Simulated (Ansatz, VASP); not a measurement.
**One calculation of C, two programs**

```
CELL_PARAMETERS angstrom
0.00000 1.77691 1.77691
1.77691 0.00000 1.77691
1.77691 1.77691 0.00000
ATOMIC_POSITIONS crystal
C 0.87500 0.87500 0.87500
C 0.12500 0.12500 0.12500
```

Alike in both runs: functional PBEsol; k mesh 16 × 16 × 16; occupations fermi-dirac, width 0.02 eV; no spin polarisation.

Ansatz relaxed the structure, and its values are those at the end. VASP's run is a single point on that final structure, the one shown.

|  | VASP | Ansatz |
| --- | --- | --- |
| version | VASP 6.6.1 | Ansatz 0.2.0 |
| potentials or method | VASP PAW PBE potentials, release 64 (C) | PAW with Ansatz's default frozen-core files, scalar-relativistic |
| plane-wave cutoff (eV) | 520 | 420 |
| valence electrons in the cell | 8 | 8 |

|  | VASP | Ansatz | Ansatz less VASP |
| --- | --- | --- | --- |
| pressure (GPa) | 1.1 | 0.0 | -1.10 |

VASP's potentials were made for PBE, not for PBEsol. With one functional, cell and mesh, what is left measures potentials, basis and numerics.
